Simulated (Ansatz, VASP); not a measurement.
# BAs: VASP beside Ansatz

INCAR

```
  PREC = Accurate
  ENCUT = 600
  EDIFF = 1E-6
  ISMEAR = 0
  SIGMA = 0.1
  LREAL = F
  LASPH = T
  NELM = 60
  ALGO = Normal
  ISIF = 3
  LWAVE = F
  LCHARG = F
  GGA = PE
  IBRION = 2
  NSW = 100
  EDIFFG = -0.01
```

Contents of KPOINTS:

```
regular mesh
0
Gamma
  6 6 12
```

File POSCAR:

```
BAs
1.0
    5.8270929135      0.0000000000      0.0000000000
    0.0000000000      5.8270929135      0.0000000000
    0.0000000000      0.0000000000      3.2927425329
B As
4 4
Direct
    0.6714871565      0.6714871565      0.5000000000
    0.1714871565      0.8285128435      0.2500000000
    0.3285128435      0.3285128435      0.0000000000
    0.8285128435      0.1714871565      0.7500000000
    0.8261163289      0.8261163289      0.0000000000
    0.3261163289      0.6738836711      0.7500000000
    0.1738836711      0.1738836711      0.5000000000
    0.6738836711      0.3261163289      0.2500000000
```

Input for Ansatz:

```yaml
crystal:
  lattice:
    - [5.8270929135, 0.0, 0.0]
    - [0.0, 5.8270929135, 0.0]
    - [0.0, 0.0, 3.2927425329]
  atoms:
    - { symbol: B, position: [0.6714871565, 0.6714871565, 0.5] }
    - { symbol: B, position: [0.1714871565, 0.8285128435, 0.25] }
    - { symbol: B, position: [0.3285128435, 0.3285128435, 0.0] }
    - { symbol: B, position: [0.8285128435, 0.1714871565, 0.75] }
    - { symbol: As, position: [0.8261163289, 0.8261163289, 0.0] }
    - { symbol: As, position: [0.3261163289, 0.6738836711, 0.75] }
    - { symbol: As, position: [0.1738836711, 0.1738836711, 0.5] }
    - { symbol: As, position: [0.6738836711, 0.3261163289, 0.25] }
basis:
  ecutwfc: 420
kpoints:
  mp_grid: { grid: [6, 6, 12] }
hamiltonian:
  xc: pbe
scf:
  occupations: { method: gaussian, width: 0.1 }
output:
  forces: true
  stress: true
  eigenvalues: true
relax:
  adjacent_minimum: "off"
  f_tol: 0.01
  max_steps: 80
  cell: { stress_tol: 0.05 }
```

Alike in both runs: task relaxation of cell and atoms; functional PBE; k mesh 6 × 6 × 12; occupations gaussian, width 0.1 eV; no spin polarisation.

|  | VASP | Ansatz |
| --- | --- | --- |
| version | VASP 6.6.1 | Ansatz 0.2.0 |
| potentials or method | VASP PAW PBE potentials, release 64 (B, As), cutoff 600 eV | scalar-relativistic, plane waves, PAW |
| valence electrons in the cell | 32 | 72 |

Ansatz gave:

| Property | Result |
| --- | --- |
| gap on the k mesh at the Fermi level, each at its own relaxed structure (eV) | none |
| relaxed volume (Å³/atom) | 13.98 |
| relaxed cell length with the largest relative difference (Å) | 3.293 |

Task: Estimate VASP's values.

Result: gap on the k mesh at the Fermi level, each at its own relaxed structure (eV): none; relaxed volume (Å³/atom): 14.03; relaxed cell length with the largest relative difference (Å): 3.298.

A gap of «none» marks a metal or a gap that the smearing closes. VASP's potentials hold 32 valence electrons a cell and Ansatz's 72, so a difference there can come from the potentials and not from the codes.
